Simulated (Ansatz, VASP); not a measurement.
**Two plane-wave programs on KF**

```
K F
1.0
     0.05765    2.71044    2.71044
     2.71044    0.05765    2.71044
     2.71044    2.71044    0.05765
K F
1 1
Cartesian
  0.0000 0.0000 0.0000
  2.7393 2.7393 2.7393
```

Alike in both runs: task single point; functional PBE; k mesh 8 × 8 × 8; occupations gaussian, width 0.05 eV; no spin polarisation.

|  | VASP | Ansatz |
| --- | --- | --- |
| version | VASP 6.6.1 | Ansatz 0.2.0 |
| potentials or method | VASP PAW PBE potentials, release 64 (K_sv, F), cutoff 520 eV | scalar-relativistic, plane waves, PAW |
| valence electrons in the cell | 16 | 16 |

|  | VASP | Ansatz | Ansatz less VASP |
| --- | --- | --- | --- |
| gap on the k mesh at the Fermi level (eV) | 6.09 | 6.11 | +0.015 |
| least direct gap on the mesh (eV) | 6.09 | 6.11 | +0.015 |
| pressure (GPa) | 1.0 | 1.0 | -0.03 |
| traceless stress, the component that is largest in VASP (GPa) | -0.30 | -0.30 | -0.004 |
